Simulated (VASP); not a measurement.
Set up this calculation in VASP 6.6.1, as the native input.

```yaml
Task: single point
Functional: PBE
Dispersion: D3(BJ)
Potentials_or_basis: VASP PAW PBE potentials, release 64 (W_sv, Se)
Cutoff: 520 eV
k_mesh: 12 × 12 × 2
Occupations: gaussian, width 0.05 eV
Spin: no spin polarisation
Dipole_correction: no
Further_INCAR_settings: ALGO = Normal; EDIFF = 1e-06; NBANDS = 35
```

The structure of WSe2 lies in POSCAR:

```
WSe2
1.0
    3.3937935238      0.0000000000      0.0000000000
   -1.6968967619      2.9391114068      0.0000000000
    0.0000000000      0.0000000000     12.7886113051
W Se
2 4
Direct
    0.3333333333      0.6666666667      0.2500000000
    0.6666666667      0.3333333333      0.7500000000
    0.3333333333      0.6666666667      0.6182912222
    0.6666666667      0.3333333333      0.1182912222
    0.3333333333      0.6666666667      0.8817087778
    0.6666666667      0.3333333333      0.3817087778
```

This cell differs from its parent crystal: strain +0.0350 x Voigt [1, 1, 0, 0, 0, 0].

These files were run (other wordings do the same):

INCAR

```
ALGO = Normal
EDIFF = 1E-6
ENCUT = 520
GGA = PE
ISIF = 2
ISMEAR = 0
IVDW = 12
LASPH = T
LCHARG = F
LREAL = F
LWAVE = F
NBANDS = 35
NELM = 60
PREC = Accurate
SIGMA = 0.05
```

KPOINTS

```
k-points
0
Gamma
  12 12 2
```

Potentials or basis: VASP PAW PBE potentials, release 64 (W_sv, Se).

Run with:

```console
$ cat potpaw_PBE.64/W_sv/POTCAR potpaw_PBE.64/Se/POTCAR > POTCAR
$ mpirun -np 1 vasp_std > vasp.out
```

Results of the run:

```
Pressure                   : -7.7 GPa
Largest force              : 0.622 eV/Å
Band gap on the k mesh     : 0.88 eV (least direct gap 1.25 eV)
Dispersion energy per atom : -0.443 eV
```

Caveat: the cell differs from its parent crystal (strain +0.0350 x Voigt [1, 1, 0, 0, 0, 0]); the cell stands under tension; spin-orbit coupling is left out, which moves the levels of the heavy elements.

Run time: 2.5 min on 1 thread of Intel(R) Xeon(R) Platinum 8259CL CPU @ 2.50GHz (Skylake/Cascade Lake) (shared host), peak memory 0.34 GiB.
